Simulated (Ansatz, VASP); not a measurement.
# Two plane-wave programs on InAs

Contents of INCAR:

```
PREC     = Accurate       # precision mode
ENCUT    = 600            # plane-wave cutoff, eV
EDIFF    = 1E-7           # SCF threshold, eV
ISMEAR   = -1             # smearing method
SIGMA    = 0.05           # smearing width, eV
LREAL    = F              # projectors in reciprocal space
LASPH    = T              # aspherical terms in the spheres
NELM     = 80             # most SCF steps
ALGO     = Normal         # electronic algorithm
ISIF     = 3              # what is computed and relaxed
LWAVE    = F              # write WAVECAR
LCHARG   = F              # write CHGCAR
GGA      = B5             # functional
ALDAX    = 1.0          
AGGAX    = 1.0          
AGGAC    = 1.0          
ALDAC    = 0.0          
IVDW     = 12             # dispersion correction
IBRION   = 2              # ionic algorithm
NSW      = 60             # ionic steps
EDIFFG   = -0.01          # ionic threshold
VDW_S6   = 1.0          
VDW_S8   = 2.6996       
VDW_A1   = 0.4298       
VDW_A2   = 4.2359
```

KPOINTS

```
Automatic mesh
0
Gamma
  8 8 8
```

POSCAR

```
InAs
1.0
    0.0000000000      2.8773040000      2.8773040000
    2.8773040000      0.0000000000      2.8773040000
    2.8773040000      2.8773040000      0.0000000000
In As
1 1
Direct
    0.5000000000      0.5000000000      0.5000000000
    0.0000000000      0.0000000000      0.0000000000
```

The input input.yaml:

```yaml
crystal:
  lattice:
    - [0.0, 2.877304, 2.877304]
    - [2.877304, 0.0, 2.877304]
    - [2.877304, 2.877304, 0.0]
  atoms:
    - { symbol: In, position: [0.5, 0.5, 0.5] }
    - { symbol: As, position: [0.0, 0.0, 0.0] }
hamiltonian:
  xc: blyp
  pseudopotentials: { kind: paw }
  dispersion: d3bj
kpoints:
  mp_grid: { grid: [8, 8, 8] }
scf:
  occupations: { method: fermi_dirac, width: 0.05 }
output:
  forces: true
  stress: true
  eigenvalues: true
relax:
  f_tol: 0.01
  max_steps: 40
  cell: { stress_tol: 0.05 }
```

Alike in both runs: task relaxation of cell and atoms; functional BLYP; dispersion D3(BJ); k mesh 8 × 8 × 8; occupations fermi-dirac, width 0.05 eV; no spin polarisation.

```csv
,VASP,Ansatz
version,VASP 6.6.1,Ansatz 0.2.0
potentials or method,"VASP PAW PBE potentials, release 64 (In_d, As)",Ansatz PAW
plane-wave cutoff (eV),600,420
valence electrons in the cell,18,28
```

Ansatz gave:

| Property | Result |
| --- | --- |
| gap on the k mesh at the Fermi level, each at its own relaxed structure (eV) | none |
| relaxed volume (Å³/atom) | 23.18 |
| relaxed length of the cell vector where the two differ most in proportion (Å) | 4.032 |

Task: Which values does VASP return?

Result: gap on the k mesh at the Fermi level, each at its own relaxed structure (eV): none; relaxed volume (Å³/atom): 23.28; relaxed length of the cell vector where the two differ most in proportion (Å): 4.038.

VASP's potentials were made for PBE, not for BLYP. A gap of «none» marks a metal or a gap that the smearing closes. VASP's potentials hold 18 valence electrons a cell and Ansatz's 28, so a difference there can come from the potentials and not from the codes.

Noted on Ansatz's run: the plane-wave basis is chosen anew once the cell has moved, so the energies of steps on either side of that aren't comparable.
